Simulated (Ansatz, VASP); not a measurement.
**Two plane-wave programs on ZrTiS3**

```
Zr Ti S
1.0
     4.56431    0.00000    0.00000
     0.00000    4.56431    0.00000
     0.00000    0.00000    4.56431
Zr Ti S
1 1 3
Direct
  0.50000 0.50000 0.50000
  0.00000 0.00000 0.00000
  0.00000 0.50000 0.00000
  0.00000 0.00000 0.50000
  0.50000 0.00000 0.00000
```

Change from the starting cell: species swapped into the KPdF3 type (Pm-3m, No. 221).

Alike in both runs: task single point; functional PBE; k mesh 4 × 4 × 4; occupations gaussian, width 0.1 eV; collinear spin.

|  | VASP | Ansatz |
| --- | --- | --- |
| version | VASP 6.6.1 | Ansatz 0.2.0 |
| potentials or method | VASP PAW PBE potentials, release 64 (Zr_sv, Ti_sv, S), cutoff 520 eV | scalar-relativistic, plane waves, PAW |
| valence electrons in the cell | 42 | 42 |

VASP gave:

```
gap on the k mesh at the Fermi level (eV) : none
pressure (GPa)                            : 2.5
net moment per atom (μB)                  : 0.00
```

Question: Estimate Ansatz's values.

Answer: gap on the k mesh at the Fermi level (eV): none; pressure (GPa): 2.6; net moment per atom (μB): 0.00.

A gap of «none» marks a metal or a gap that the smearing closes. Ansatz's warnings: seeded moment not kept.
